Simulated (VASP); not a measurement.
## HfN: single point with LDA

HfN:

```
Hf N
1.0
     0.00000    2.23321    2.23321
     2.23321    0.00000    2.23321
     2.23321    2.23321    0.00000
Hf N
1 1
Direct
  0.00000 0.00000 0.00000
  0.50000 0.50000 0.50000
```

| Item | Value |
| --- | --- |
| Program | VASP 6.6.1 |
| Task | single point |
| Functional | LDA |
| Potentials or basis | VASP PAW LDA potentials, release 64 (Hf_pv, N) |
| Cutoff | 520 eV |
| k mesh | 11 × 11 × 11 |
| Occupations | fermi-dirac, width 0.1 eV |
| Spin | no spin polarisation |
| Dipole correction | no |
| Further INCAR settings | ALGO = Normal; EDIFF = 1e-07; NBANDS = 14 |

```json
{
 "Pressure": "-0.8 GPa"
}
```

Levels at points of the mesh, in eV from the Fermi level:
| k point | band 4 | band 5 | band 6 | band 7 | band 8 | band 9 | band 10 | band 11 | band 12 | band 13 |
| --- | --- | --- | --- | --- | --- | --- | --- | --- | --- | --- |
| (0.00, 0.00, 0.00) | -17.39 | -2.94 | -2.94 | -2.94 | -0.36 | -0.36 | -0.36 | 2.04 | 2.04 | 2.38 |

It took 5.8 s on 1 thread of Intel(R) Xeon(R) 6975P-C (Granite Rapids), on a shared host, peak memory 0.14 GiB.

Caveat: spin-orbit coupling is left out, which moves the levels of the heavy elements.
